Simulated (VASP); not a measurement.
# ScSb2N3 (R-3m) in VASP: further runs, part 3 of 3

VASP 6.6.1. Earlier steps stand in the parts before.

## (4) Relaxation of cell and atoms, PBE

This run uses another cell than the first one, of 17.40 Å³/atom.

INCAR reads:

```
SYSTEM = ScSb2N3
PREC = Accurate
ENCUT = 600
EDIFF = 1E-7
ISMEAR = 0
SIGMA = 0.1
LREAL = .False.
LASPH = .True.
NELM = 60
ALGO = Normal
ISIF = 3
LWAVE = .False.
LCHARG = .False.
GGA = PE
IBRION = 2
NSW = 90
EDIFFG = -0.04
```

KPOINTS reads:

```
regular mesh
0
Gamma
  6 6 6
  0 0 0
```

POSCAR reads:

```
ScSb2N3
1.0
    2.7874433400      1.6093311600      3.8778279000
   -2.7874433400      1.6093311600      3.8778279000
    0.0000000000     -3.2186623200      3.8778279000
Sc Sb N
1 2 3
Direct
    0.0000000000      0.0000000000      0.0000000000
    0.6292808700      0.6292808700      0.6292808700
    0.3707191300      0.3707191300      0.3707191300
    0.0000000000      0.0000000000      0.5000000000
    0.5000000000      0.0000000000      0.0000000000
    0.0000000000      0.5000000000      0.0000000000
```

Potentials or basis: VASP PAW PBE potentials, release 64 (Sc_sv, Sb, N).

Launch:

```console
> cat potpaw_PBE.64/Sc_sv/POTCAR potpaw_PBE.64/Sb/POTCAR potpaw_PBE.64/N/POTCAR > POTCAR
> mpirun -np 1 vasp_std > vasp.out
```

OUTCAR:

```text
SYSTEM = ScSb2N3
   PREC = Accurate
   ENCUT = 600
   EDIFF = 1E-7
   ISMEAR = 0
   LREAL = .False.
   LASPH = .True.
   NELM = 60
   ISIF = 3
   GGA = PE
   IBRION = 2
   NSW = 90
   EDIFFG = -0.04

 ion  position               nearest neighbor table
   1  0.000  0.000  0.000-   4 2.52   4 2.52   6 2.52   5 2.52   6 2.52   5 2.52   3 3.25   2 3.25
                             3 3.25   2 3.25   3 3.25   2 3.25
   2  0.629  0.629  0.629-   3 3.01   1 3.25   1 3.25   1 3.25   3 3.33   3 3.33   3 3.33
   3  0.371  0.371  0.371-   2 3.01   1 3.25   1 3.25   1 3.25   2 3.33   2 3.33   2 3.33
   4  0.000  0.000  0.500-   1 2.52   1 2.52
   5  0.500  0.000  0.000-   1 2.52   1 2.52
   6  0.000  0.500  0.000-   1 2.52   1 2.52

  LATTYP: Found a trigonal (rhomboedric) cell.
 ALAT       =     5.0395770039
 COS(alpha) =     0.3881373812

  Lattice vectors:

 A1 = (   2.7874433400,   1.6093311600,   3.8778279000)
 A2 = (  -2.7874433400,   1.6093311600,   3.8778279000)
 A3 = (   0.0000000000,  -3.2186623200,   3.8778279000)

Analysis of symmetry for initial positions (statically):
=====================================================================
 Subroutine PRICEL returns:
 Original cell was already a primitive cell.

 Routine SETGRP: Setting up the symmetry group for a
 trigonal (rhombohedral) supercell.

 Subroutine GETGRP returns: Found 12 space group operations
 (whereof 12 operations were pure point group operations)
 out of a pool of 12 trial point group operations.

[... 284 lines left out ...]
  ---------------------------------------------------
  free  energy   TOTEN  =       -34.7916963845 eV

  energy  without entropy=      -34.7689701317  energy(sigma->0) =      -34.78033326

 E-fermi :  10.2265     XC(G=0): -12.0997

 val. band max:       10.2000077697   @ k =  -0.1667   0.1667   0.0000
 cond. band min:      10.2559935066   @ k =  -0.1667   0.1667   0.1667
 fundamental gap:      0.0559857369
 Fermi energy:        10.2265292833

 k-point     1 :       0.0000    0.0000    0.0000
  band No.  band energies     occupation
      1     -37.4780      2.00000
      2     -16.4176      2.00000
      3     -16.3057      2.00000
      4     -16.3057      2.00000
      5      -7.1514      2.00000
      6      -3.6193      2.00000
[... 589 lines left out ...]
     21      13.6298      0.00000
     22      14.7478      0.00000

 [... further k-points ...]

[... ionic steps 4 to 15 ...]

--------------------------------------- Ionic step       16  -------------------------------------------

 number of electron      35.9999997 magnetization

------------------------ aborting loop because EDIFF is reached ----------------------------------------
[... 75 lines left out ...]
--------------------------------------- Ionic step       18  -------------------------------------------

 number of electron      35.9999999 magnetization

 Free energy of the ion-electron system (eV)
  ---------------------------------------------------
  ext. energy  EPLUGINS =         0.00000000
  ---------------------------------------------------
  free energy    TOTEN  =       -39.56397266 eV

  energy without entropy =      -39.56229557  energy(sigma->0) =      -39.56313411

 E-fermi :   6.7808     XC(G=0): -10.6506

 val. band max:        6.7125820516   @ k =   0.0000   0.0000   0.0000
 cond. band min:       6.7893550003   @ k =   0.3333   0.3333   0.3333
 fundamental gap:      0.0767729488
 Fermi energy:         6.7807543816

 k-point     1 :       0.0000    0.0000    0.0000
  band No.  band energies     occupation
      1     -42.3406      2.00000
      2     -21.0859      2.00000
      3     -20.9623      2.00000
      4     -20.9623      2.00000
      5      -9.2206      2.00000
      6      -6.5808      2.00000
[... 624 lines left out ...]
  FREE ENERGIE OF THE ION-ELECTRON SYSTEM (eV)
  ---------------------------------------------------
  free  energy   TOTEN  =       -39.5639726621 eV

  energy  without entropy=      -39.5622955662  energy(sigma->0) =      -39.56313411

 reached required accuracy - stopping structural energy minimisation
```

OSZICAR:

```text
N       E                     dE             d eps       ncg     rms          rms(c)
DAV:   1     0.370782905257E+03    0.37078E+03   -0.16134E+04  1408   0.168E+03
DAV:   2     0.307890851878E+02   -0.33999E+03   -0.33563E+03  1424   0.441E+02
DAV:   3    -0.333986922883E+02   -0.64188E+02   -0.62351E+02  2280   0.154E+02
[... 213 lines left out ...]
DAV:   4    -0.395639776334E+02    0.34651E-04   -0.11605E-04  2006   0.716E-02    0.275E-02
DAV:   5    -0.395639724531E+02    0.51803E-05   -0.43771E-05  2106   0.451E-02    0.992E-03
DAV:   6    -0.395639727383E+02   -0.28519E-06   -0.35051E-06  2058   0.153E-02    0.558E-03
DAV:   7    -0.395639726201E+02    0.11819E-06   -0.92230E-07  1842   0.707E-03    0.716E-04
DAV:   8    -0.395639726621E+02   -0.41949E-07   -0.90687E-08  1094   0.278E-03
  18 F= -.39563973E+02 E0= -.39563134E+02  d E =-.174140E-02
```

It took 8.9 min on 1 thread of Intel Xeon 6975P-C (Granite Rapids), shared host; peak memory 0.33 GiB.

What came out:

* Free energy: -39.5640 eV
* Relaxed volume: 15.58 Å³/atom
* Relaxed cell: a = 4.597 Å, b = 4.597 Å, c = 4.597 Å, α = 80.38°, β = 80.38°, γ = 80.38°
* Space group after relaxing (to 0.1 Å): R-3m (No. 166)
* Energy gained by relaxing: 1207.8 meV/atom
* Ionic steps: 18
* Pressure after relaxing: 0.0 GPa
* Largest force after relaxing: 0.007 eV/Å
* Band gap on the k mesh: zero (bands 18 and 19 overlap by 0.57 eV)

Forces in eV/Å, atoms in the order of the input:
```
Sc   0.000  0.000  0.000
Sb   0.000  0.000 -0.007
Sb   0.000  0.000  0.007
N    0.000  0.000  0.000
N    0.000  0.000  0.000
N    0.000  0.000  0.000
```

The path:
```
step  energy change (eV)  largest force (eV/Å)  pressure (GPa)  volume (Å³)
   1              0.0000                0.9908          -15.90       104.37
   2             -2.4681                4.2009            8.68        79.97
   3             -2.4747                4.4096           10.56        79.12
   4             -4.3894                4.8513           24.79        74.41
   5             -4.5344                3.5333           39.82        71.70
   6             -5.3435                0.4743           35.50        74.84
   7             -5.3893                0.9042           34.63        76.12
   8             -6.5088                0.1444           16.20        81.98
   9             -6.9990                1.1357            1.81        88.83
  10             -7.0218                1.3553           -0.98        90.59
  11             -7.0222                1.3924           -1.43        90.90
  12             -7.0743                1.2088           -1.07        90.88
  13             -7.1821                0.6898            0.32        90.81
  14             -7.2020                0.3454            4.28        90.60
  15             -7.2242                0.0740            2.52        90.69
  16             -7.2421                0.1360            0.72        92.30
  17             -7.2452                0.1762           -0.36        93.35
  18             -7.2469                0.0074           -0.02        93.46
```

Final structure:
```xyz
6
Lattice="2.9666 1.7128 3.0654 -2.9666 1.7128 3.0654 0.0000 -3.4256 3.0654" Properties=species:S:1:pos:R:3 pbc="T T T"
Sc    0.0000    0.0000    9.1963
Sb    0.0000    0.0000    6.3980
Sb    0.0000    0.0000    2.7984
N     0.0000    1.7128    7.6636
N    -1.4833   -0.8564    7.6636
N     1.4833   -0.8564    7.6636
```

Levels at points of the mesh, in eV from the Fermi level:
```
           k point  band 14  band 15  band 16  band 17  band 18  band 19  band 20  band 21  band 22
(0.00, 0.00, 0.00)    -2.59    -0.60    -0.60    -0.43    -0.43    -0.42    -0.36    -0.07     2.69
(0.50, 0.00, 0.00)    -2.18    -2.10    -1.59    -0.73    -0.59     1.78     2.51     2.72     2.86
(0.50, 0.50, 0.00)    -2.90    -2.89    -2.07    -1.49    -0.67     2.18     2.57     2.69     3.16
(0.50, 0.50, 0.50)    -2.96    -1.41    -1.41    -0.23     0.15     1.68     3.50     3.53     3.53
```

Caveat: spin-orbit coupling is left out, which moves the levels of the heavy elements.

## (5) Single point, PBE

INCAR reads:

```
PREC = Accurate ; ENCUT = 520
EDIFF = 1E-6 ; ISMEAR = 0
SIGMA = 0.1 ; LREAL = F
LASPH = T ; NELM = 80
ALGO = Normal ; ISIF = 2
LWAVE = F ; LCHARG = F
GGA = PE ; NBANDS = 27
```

KPOINTS reads:

```
regular mesh
0
Gamma
  12 12 12
```

POSCAR reads:

```
ScSb2N3
1.0
    2.9631139132      1.7107546154      3.0701062918
   -2.9631139132      1.7107546154      3.0701062918
    0.0000000000     -3.4215092308      3.0701062918
Sc Sb N
1 2 3
Direct
    0.0000000000      0.0000000000      0.0000000000
    0.6962348054      0.6962348054      0.6962348054
    0.3037651946      0.3037651946      0.3037651946
    0.0000000000      0.0000000000      0.5000000000
    0.5000000000      0.0000000000      0.0000000000
    0.0000000000      0.5000000000      0.0000000000
```

Launch:

```console
> cat potpaw_PBE.64/Sc_sv/POTCAR potpaw_PBE.64/Sb/POTCAR potpaw_PBE.64/N/POTCAR > POTCAR
> mpirun -np 1 vasp_std > vasp.out
```

It took 3.4 min on 1 thread of Intel Xeon 6975P-C (Granite Rapids), shared host; peak memory 0.54 GiB.

Results (log left out):

| Quantity | Value |
| --- | --- |
| Free energy | -39.5487 eV |
| Pressure | 0.3 GPa |
| Largest force | 0.083 eV/Å |
| Band gap on the k mesh | zero (bands 18 and 19 overlap by 0.57 eV) |

Forces in eV/Å, atoms in the order of the input:
```
Sc   0.000  0.000  0.000
Sb   0.000  0.000 -0.083
Sb   0.000  0.000  0.083
N    0.000  0.000  0.000
N    0.000  0.000  0.000
N    0.000  0.000  0.000
```

Stress tensor (GPa, compression positive):
```
0.15 0.00 0.00
0.00 0.15 0.00
0.00 0.00 0.55
```

Levels at points of the mesh, in eV from the Fermi level:
```tsv
k point	band 16	band 17	band 18	band 19	band 20	band 21
(0.00, 0.00, 0.00)	-0.60	-0.43	-0.43	-0.42	-0.36	-0.05
(0.50, 0.00, 0.00)	-1.60	-0.71	-0.58	1.79	2.53	2.73
(0.50, 0.50, 0.00)	-2.05	-1.48	-0.67	2.19	2.57	2.72
(0.50, 0.50, 0.50)	-1.41	-0.22	0.15	1.72	3.47	3.52
```

Caveat: spin-orbit coupling is left out, which moves the levels of the heavy elements.

## (6) Overview

```csv
task,cell,k mesh,cutoff (eV),gap on the mesh (eV),pressure (GPa),largest force (eV/Å)
single point,"a = 4.597 Å, angles 80.2°, 6 atoms, atomic positions A",6 × 6 × 6,520,none,0.5,0.08
single point,"a = 5.040 Å, angles 67.2°, 6 atoms, atomic positions B",6 × 6 × 6,520,none,-15.8,0.99
relaxation of cell and atoms,"relaxed from a = 5.040 Å, angles 67.2°, 6 atoms, atomic positions B",6 × 6 × 6,600,none,0.0,0.01
single point,"a = 4.597 Å, angles 80.3°, 6 atoms, atomic positions A",12 × 12 × 12,520,none,0.3,0.08
```

Alike in all rows: level PBE; potentials or basis VASP PAW PBE potentials, release 64 (Sc_sv, Sb, N); no spin polarisation; smearing gaussian 0.1 eV.

Caveats: spin-orbit coupling is left out, which moves the levels of the heavy elements; the cell stands under tension (at least some runs).

Absolute energies hang on the potentials; compare differences alone.
